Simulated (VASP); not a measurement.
Crystal: MnHg.

```
CELL_PARAMETERS angstrom
3.31500 0.00000 0.00000
0.00000 3.31500 0.00000
0.00000 0.00000 3.31500
ATOMIC_POSITIONS crystal
Mn 0.50000 0.50000 0.50000
Hg 0.00000 0.00000 0.00000
```

Base run:

```yaml
Program: VASP 6.6.1
Functional: PBEsol
Potentials_or_basis: VASP PAW PBE potentials, release 64 (Mn_pv, Hg)
Cutoff: 520 eV
k_mesh: 11 × 11 × 11
Occupations: fermi-dirac, width 0.08 eV
Spin: collinear spin, ferromagnetic start
Starting_moments: "[4.0, 0.0] μB"
```

Its results: pressure -4.5 GPa; net moment 3.92 μB per cell; site moments Mn +3.82; Hg -0.05 μB.

Q: The run is repeated on the same cell with these changes: functional from PBEsol to LDA; potentials or basis from VASP PAW PBE potentials, release 64 (Mn_pv, Hg) to VASP PAW LDA potentials, release 64 (Mn_pv, Hg). What comes out?

A: Pressure -9.9 GPa; net moment 3.70 μB per cell; site moments Mn +3.60; Hg -0.05 μB.

Caveats: the cell stands under tension; the PAW data sets were made with another functional, which shifts forces and pressure a little (at least some runs).
